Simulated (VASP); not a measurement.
Input of a VASP 6.6.1 run:

The input INCAR:

```
SYSTEM = P
PREC = Accurate
ENCUT = 600
EDIFF = 1E-6
ISMEAR = -1
SIGMA = 0.05
LREAL = .False.
LASPH = .True.
NELM = 100
ALGO = Normal
ISIF = 3
LWAVE = .False.
LCHARG = .False.
GGA = PE
IBRION = 2
NSW = 32
EDIFFG = -0.005
PSTRESS = 150.0
```

Contents of KPOINTS:

```
Automatic mesh
0
Gamma
  13 13 13
  0 0 0
```

The input POSCAR:

```
P
1.0
    0.0000000000      2.5405685057      2.5405685057
    2.5405685057      0.0000000000      2.5405685057
    2.5405685057      2.5405685057      0.0000000000
P
2
Direct
   -0.1250000000     -0.1250000000     -0.1250000000
    0.1250000000      0.1250000000      0.1250000000
```

Potentials or basis: VASP PAW PBE potentials, release 64 (P).

Launch:

```sh
$ cat potpaw_PBE.64/P/POTCAR > POTCAR
$ mpirun -np 1 vasp_std > vasp.out
```

Question: Estimate the relaxed cell.

Answer: a = 3.589 Å, b = 3.589 Å, c = 3.589 Å, α = 60.00°, β = 60.00°, γ = 60.00°.

Question: What does it give for the band gap on the k mesh?

Answer: Zero (band 5 reaches 10.30 eV, above the bottom of band 6 at 7.07 eV).

Final structure:
```cif
data_structure
_symmetry_space_group_name_H-M 'P 1'
_symmetry_Int_Tables_number 1
_cell_length_a 3.5889
_cell_length_b 3.5889
_cell_length_c 3.5889
_cell_angle_alpha 60.000
_cell_angle_beta 60.000
_cell_angle_gamma 60.000
_cell_volume 32.69
loop_
_atom_site_label
_atom_site_type_symbol
_atom_site_fract_x
_atom_site_fract_y
_atom_site_fract_z
_atom_site_occupancy
P1 P 0.87500 0.87500 0.87500 1
P2 P 0.12500 0.12500 0.12500 1
```

Caveat: the cell is relaxed towards a set pressure, so the enthalpy falls and the energy may rise.
